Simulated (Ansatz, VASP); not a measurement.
# Two plane-wave programs on InP

File INCAR:

```
SYSTEM = InP
  ALGO = Normal
  EDIFF = 1E-7
  EDIFFG = -0.002
  ENCUT = 450
  GGA = PS
  GGA_COMPAT = .FALSE.
  IBRION = 2
  ISIF = 2
  ISMEAR = 0
  LASPH = .TRUE.
  LCHARG = .FALSE.
  LREAL = .FALSE.
  LWAVE = .FALSE.
  NELM = 120
  NELMIN = 4
  NSW = 60
  PREC = Accurate
  SIGMA = 0.02
```

File KPOINTS:

```
k-points
0
G
  10 10 10
  0 0 0
```

The input POSCAR:

```
InP
1.0
    0.0000000000      2.9097962392      2.9668279491
    2.9097962392      0.0000000000      2.9668279491
    2.9097962392      2.9097962392      0.0000000000
In P
1 1
Direct
    0.0000000000      0.0000000000      0.0000000000
    0.2500000000      0.2500000000      0.2500000000
```

Input for Ansatz:

```yaml
crystal:
  lattice:
    - [0.0, 2.9097962392, 2.9668279491]
    - [2.9097962392, 0.0, 2.9668279491]
    - [2.9097962392, 2.9097962392, 0.0]
  atoms:
    - { symbol: In, position: [0.0, 0.0, 0.0] }
    - { symbol: P, position: [0.25, 0.25, 0.25] }
basis:
  ecutwfc: 420
kpoints:
  mp_grid: { grid: [10, 10, 10] }
hamiltonian:
  xc: pbesol
scf:
  occupations: { method: gaussian, width: 0.02 }
output:
  forces: true
  stress: true
  eigenvalues: true
relax:
  adjacent_minimum: "off"
  f_tol: 0.002
  max_steps: 40
```

Change from the starting cell: strained cell.

Alike in both runs: task relaxation of the atoms; functional PBEsol; k mesh 10 × 10 × 10; occupations gaussian, width 0.02 eV; no spin polarisation.

|  | VASP | Ansatz |
| --- | --- | --- |
| version | VASP 6.6.1 | Ansatz 0.2.0 |
| potentials or method | VASP PAW PBE potentials, release 64 (In_d, P), cutoff 450 eV | scalar-relativistic, plane waves, PAW |
| valence electrons in the cell | 18 | 18 |

```csv
,VASP,Ansatz,Ansatz less VASP
"gap on the k mesh at the Fermi level, each at its own relaxed structure (eV)",0.59,0.59,+0.001
```

VASP's potentials were made for PBE, not for PBEsol. Ansatz's warnings: stress scf threshold loose.

Noted on VASP's run: the relaxation stopped at its first step, so nothing moved.
